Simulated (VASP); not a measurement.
Write the native input for VASP 6.6.1 that does the following.

* Task: single point
* Functional: PBEsol
* Potentials or basis: VASP PAW PBE potentials, release 64 (Ta_pv)
* Cutoff: 520 eV
* k mesh: 14 × 14 × 7
* Occupations: fermi-dirac, width 0.1 eV
* Spin: no spin polarisation
* Dipole correction: no
* Further INCAR settings: ALGO = Normal; EDIFF = 1e-07; NBANDS = 18

The structure of Ta lies in POSCAR:

```
Ta
1.0
    2.9735852049      0.0000000000      0.0000000000
   -1.4867926025      2.5752003278      0.0000000000
    0.0000000000      0.0000000000      5.2992209830
Ta
2
Direct
    0.3333333333      0.6666666667      0.2500000000
    0.6666666667      0.3333333333      0.7500000000
```

This isn't the form of Ta at room conditions, which is bcc.

One way to write it, as run:

INCAR

```
SYSTEM = Ta
PREC = Accurate ; ENCUT = 520
EDIFF = 1E-7 ; ISMEAR = -1
SIGMA = 0.1 ; LREAL = .False.
LASPH = .True. ; NELM = 60
ALGO = Normal ; ISIF = 2
LWAVE = .False. ; LCHARG = .True.
GGA = PS ; LELF = .True.
LVHAR = .True. ; NBANDS = 18
```

KPOINTS

```
regular mesh
0
Gamma
  14 14 7
  0 0 0
```

Potentials or basis: VASP PAW PBE potentials, release 64 (Ta_pv).

Run with:

```bash
$ cat potpaw_PBE.64/Ta_pv/POTCAR > POTCAR
$ mpirun -np 1 vasp_std > vasp.out
```

It gave:

```yaml
Pressure: -18.1 GPa
Band_gap_on_the_k_mesh: zero (bands 11 and 12 overlap by 1.55 eV)
```

Caveat: the cell stands under tension; the PAW data sets were made with another functional, which shifts forces and pressure a little; spin-orbit coupling is left out, which moves the levels of the heavy elements.

It took 22 s on 1 thread of Intel(R) Xeon(R) 6975P-C (Granite Rapids), on a shared host, peak memory 0.19 GiB.
